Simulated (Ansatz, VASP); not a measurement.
## One calculation of AlNi3, two programs

Contents of INCAR:

```
SYSTEM = AlNi3
ALGO = Normal
EDIFF = 1E-6
ENCUT = 520
GGA = PS
ISIF = 2
ISMEAR = 1
LASPH = .TRUE.
LCHARG = .FALSE.
LREAL = .FALSE.
LWAVE = .FALSE.
NBANDS = 24
NELM = 100
PREC = Accurate
SIGMA = 0.3
```

File KPOINTS:

```
k-points
0
G
  14 14 14
  0 0 0
```

Contents of POSCAR:

```
AlNi3
1.0
    0.0000000000      2.8018887551      2.8018887551
    2.8018887551      0.0000000000      2.8018887551
    2.8018887551      2.8018887551      0.0000000000
Al Ni
1 3
Direct
    0.5000000000      0.5000000000      0.5000000000
    0.2500000000      0.2500000000      0.2500000000
    0.0000000000      0.0000000000      0.0000000000
    0.7500000000      0.7500000000      0.7500000000
```

Input for Ansatz:

```yaml
crystal:
  lattice:
    - [0.0, 2.8018887551, 2.8018887551]
    - [2.8018887551, 0.0, 2.8018887551]
    - [2.8018887551, 2.8018887551, 0.0]
  atoms:
    - { symbol: Al, position: [0.5, 0.5, 0.5] }
    - { symbol: Ni, position: [0.25, 0.25, 0.25] }
    - { symbol: Ni, position: [0.0, 0.0, 0.0] }
    - { symbol: Ni, position: [0.75, 0.75, 0.75] }
basis:
  ecutwfc: 420
kpoints:
  mp_grid: { grid: [14, 14, 14] }
hamiltonian:
  xc: pbesol
scf:
  occupations: { method: methfessel_paxton, width: 0.3 }
output:
  forces: true
  stress: true
  eigenvalues: true
```

Alike in both runs: task single point; functional PBEsol; k mesh 14 × 14 × 14; occupations methfessel-paxton of order 1, width 0.3 eV; no spin polarisation.

|  | VASP | Ansatz |
| --- | --- | --- |
| version | VASP 6.6.1 | Ansatz 0.2.0 |
| potentials or method | VASP PAW PBE potentials, release 64 (Al, Ni), cutoff 520 eV | scalar-relativistic, plane waves, PAW |
| valence electrons in the cell | 33 | 57 |

|  | VASP | Ansatz | Ansatz less VASP |
| --- | --- | --- | --- |
| gap on the k mesh at the Fermi level (eV) | none | none | - |
| pressure (GPa) | -0.9 | -1.0 | -0.09 |

VASP's potentials were made for PBE, not for PBEsol. A gap of «none» marks a metal or a gap that the smearing closes. VASP's potentials hold 33 valence electrons a cell and Ansatz's 57, so a difference there can come from the potentials and not from the codes.
